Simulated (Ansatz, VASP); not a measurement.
# One calculation of Br, two programs

```
CELL_PARAMETERS angstrom
-1.39791 1.39791 3.49388
1.39791 -1.39791 3.49388
1.39791 1.39791 -3.49388
ATOMIC_POSITIONS crystal
Br 0.00000 0.00000 0.00000
```

Change from the starting cell: equal engineering shear yz, xz and xy +0.0000, equal normal strain along x, y and z -0.0167.

Alike in both runs: task single point; functional PBE; dispersion D3(BJ); k mesh 22 × 22 × 22; occupations gaussian, width 0.15 eV; no spin polarisation.

```csv
,VASP,Ansatz
version,VASP 6.6.1,Ansatz 0.2.0
potentials or method,"VASP PAW PBE potentials, release 64 (Br), cutoff 520 eV","scalar-relativistic, plane waves, PAW"
valence electrons in the cell,7,7
```

VASP gave:

- gap on the k mesh at the Fermi level (eV): none
- pressure (GPa): 2.1
- traceless stress, the component that is largest in VASP (GPa): -1.78

Problem. Estimate Ansatz's values.

Solution. gap on the k mesh at the Fermi level (eV): none; pressure (GPa): 2.1; traceless stress, the component that is largest in VASP (GPa): -1.76.

A gap of «none» marks a metal or a gap that the smearing closes.
